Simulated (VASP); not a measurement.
# Li (Im-3m) in VASP: further runs, part 2 of 2

VASP 6.6.1.

## (3) Electric field gradients, LDA (22.72 Å³/atom)

Contents of INCAR:

```
SYSTEM = Li
ALGO = Normal
EDIFF = 1E-8
ENCUT = 520
ISIF = 2
ISMEAR = -1
LASPH = .True.
LCHARG = .False.
LEFG = .True.
LREAL = .False.
LWAVE = .False.
NBANDS = 8
NELM = 60
PREC = Accurate
SIGMA = 0.05
```

Contents of KPOINTS:

```
k-points
0
Gamma
  13 13 13
  0 0 0
```

Contents of POSCAR:

```
Li
1.0
   -1.7843224392      1.7843224392      1.7843224392
    1.7843224392     -1.7843224392      1.7843224392
    1.7843224392      1.7843224392     -1.7843224392
Li
1
Direct
    0.0000000000      0.0000000000      0.0000000000
```

Potentials or basis: VASP PAW LDA potentials, release 64 (Li_sv).

Started as:

```sh
$ cat potpaw_LDA.64/Li_sv/POTCAR > POTCAR
$ mpirun -np 1 vasp_std > vasp.out
```

OUTCAR:

```text
SYSTEM = Li
   EDIFF = 1E-8
   ENCUT = 520
   ISIF = 2
   ISMEAR = -1
   LASPH = .True.
   LREAL = .False.
   NELM = 60
   PREC = Accurate

 ion  position               nearest neighbor table
   1  0.000  0.000  0.000-

  LATTYP: Found a body centered cubic cell.
 ALAT       =     3.5686448784

  Lattice vectors:

 A1 = (  -1.7843224392,   1.7843224392,   1.7843224392)
[... 470 lines left out ...]
    total drift:                               -0.000000      0.000000     -0.000000

  FREE ENERGIE OF THE ION-ELECTRON SYSTEM (eV)
  ---------------------------------------------------
  free  energy   TOTEN  =        -2.0212754164 eV

  energy  without entropy=       -2.0173375866  energy(sigma->0) =       -2.01930650

 Electric field gradients (V/A^2)
---------------------------------------------------------------------
 ion       V_xx      V_yy      V_zz      V_xy      V_xz      V_yz
---------------------------------------------------------------------
   1      -0.000    -0.000     0.000    -0.001    -0.001    -0.001
---------------------------------------------------------------------

 Electric field gradients after diagonalization (V/A^2)
 (convention: |V_zz| > |V_xx| > |V_yy|)
----------------------------------------------------------------------
 ion       V_xx      V_yy      V_zz     asymmetry (V_yy - V_xx)/ V_zz
----------------------------------------------------------------------
   1       0.001     0.001    -0.001       0.000
----------------------------------------------------------------------

           NMR quadrupolar parameters

 Cq : quadrupolar parameter    Cq=e*Q*V_zz/h
 eta: asymmetry parameters     (V_yy - V_xx)/ V_zz
 Q  : nuclear electric quadrupole moment in mb (millibarn)
----------------------------------------------------------------------
 ion       Cq(MHz)       eta       Q (mb)
----------------------------------------------------------------------
   1      -0.000       0.000       1.000
----------------------------------------------------------------------
```

Run time: 13 s. Hardware: 1 thread of Intel Xeon Platinum 8375C at 2.90GHz (Ice Lake), shared host; peak memory 0.11 GiB.

What came out:

```
Free energy                             : -2.0213 eV
Band gap on the k mesh                  : zero (an odd number of electrons rules out a gap without spin polarisation)
Largest electric field gradient by atom : zero within the noise of the run
```

Caveat: the cutoff is under 1.25 times the usual one of these potentials, so pressure, stress and relaxed cells hold a basis-set (Pulay) error.

## (4) Electric field gradients, LDA (22.30 Å³/atom)

This run uses another cell than the first one, of 22.30 Å³/atom.

Contents of INCAR:

```
  ALGO = Normal
  EDIFF = 1E-8
  ENCUT = 520
  ISIF = 2
  ISMEAR = -1
  LASPH = True
  LCHARG = False
  LEFG = True
  LREAL = False
  LWAVE = False
  NBANDS = 8
  NELM = 80
  PREC = Accurate
  SIGMA = 0.05
```

Contents of KPOINTS:

```
k-points
0
Gamma
  13 13 13
```

Contents of POSCAR:

```
Li
1.0
   -1.7730289567      1.7730289567      1.7730289567
    1.7730289567     -1.7730289567      1.7730289567
    1.7730289567      1.7730289567     -1.7730289567
Li
1
Direct
    0.0000000000      0.0000000000      0.0000000000
```

Potentials or basis: VASP PAW LDA potentials, release 64 (Li_sv).

Started as:

```sh
$ cat potpaw_LDA.64/Li_sv/POTCAR > POTCAR
$ mpirun -np 1 vasp_std > vasp.out
```

OUTCAR:

```text
EDIFF = 1E-8
   ENCUT = 520
   ISIF = 2
   ISMEAR = -1
   LASPH = True
   LREAL = False
   NELM = 80
   PREC = Accurate

 ion  position               nearest neighbor table
   1  0.000  0.000  0.000-

  LATTYP: Found a body centered cubic cell.
 ALAT       =     3.5460579134

  Lattice vectors:

 A1 = (  -1.7730289567,   1.7730289567,   1.7730289567)
 A2 = (   1.7730289567,  -1.7730289567,   1.7730289567)
 A3 = (   1.7730289567,   1.7730289567,  -1.7730289567)

Analysis of symmetry for initial positions (statically):
=====================================================================
 Subroutine PRICEL returns:
 Original cell was already a primitive cell.

 Routine SETGRP: Setting up the symmetry group for a
 body centered cubic supercell.

 Subroutine GETGRP returns: Found 48 space group operations
 (whereof 48 operations were pure point group operations)
 out of a pool of 48 trial point group operations.

The static configuration has the point symmetry O_h .
[... 442 lines left out ...]
 -----------------------------------------------------------------------------
  energy-cutoff  :      520.00
  volume of cell :       22.30
      direct lattice vectors                 reciprocal lattice vectors
    -1.773028957  1.773028957  1.773028957     0.000000000  0.282003291  0.282003291
     1.773028957 -1.773028957  1.773028957     0.282003291  0.000000000  0.282003291
     1.773028957  1.773028957 -1.773028957     0.282003291  0.282003291  0.000000000

 POSITION                                       TOTAL-FORCE (eV/Angst)
 -----------------------------------------------------------------------------------
      0.00000      0.00000      0.00000         0.000000      0.000000      0.000000
 -----------------------------------------------------------------------------------
    total drift:                               -0.000000      0.000000     -0.000000

  FREE ENERGIE OF THE ION-ELECTRON SYSTEM (eV)
  ---------------------------------------------------
  free  energy   TOTEN  =        -2.0264290406 eV

  energy  without entropy=       -2.0225313054  energy(sigma->0) =       -2.02448017

 Electric field gradients (V/A^2)
---------------------------------------------------------------------
 ion       V_xx      V_yy      V_zz      V_xy      V_xz      V_yz
---------------------------------------------------------------------
   1       0.000    -0.000    -0.000     0.001     0.001     0.001
---------------------------------------------------------------------

 Electric field gradients after diagonalization (V/A^2)
 (convention: |V_zz| > |V_xx| > |V_yy|)
----------------------------------------------------------------------
 ion       V_xx      V_yy      V_zz     asymmetry (V_yy - V_xx)/ V_zz
----------------------------------------------------------------------
   1      -0.001    -0.001     0.002       0.000
----------------------------------------------------------------------

           NMR quadrupolar parameters

 Cq : quadrupolar parameter    Cq=e*Q*V_zz/h
 eta: asymmetry parameters     (V_yy - V_xx)/ V_zz
 Q  : nuclear electric quadrupole moment in mb (millibarn)
----------------------------------------------------------------------
 ion       Cq(MHz)       eta       Q (mb)
----------------------------------------------------------------------
   1       0.000       0.000       1.000
----------------------------------------------------------------------
```

stdout:

```text
POSCAR found type information on POSCAR Li
 POSCAR found :  1 types and       1 ions
 scaLAPACK will be used
 LDA part: xc-table for (Slater(with rela. corr.)+CA(PZ))
 , standard interpolation
 POSCAR, INCAR and KPOINTS ok, starting setup
 FFT: planning ... GRIDC
 FFT: planning ... GRID_SOFT
 FFT: planning ... GRID
 WAVECAR not read
 entering main loop
ion   1
```

Wall time 13 s (1 thread of Intel Xeon Platinum 8375C at 2.90GHz (Ice Lake), shared host); peak memory 0.12 GiB.

Results:

- Free energy: -2.0264 eV
- Band gap on the k mesh: zero (an odd number of electrons rules out a gap without spin polarisation)
- Largest electric field gradient by atom: zero within the noise of the run

Caveat: the cutoff is under 1.25 times the usual one of these potentials, so pressure, stress and relaxed cells hold a basis-set (Pulay) error.
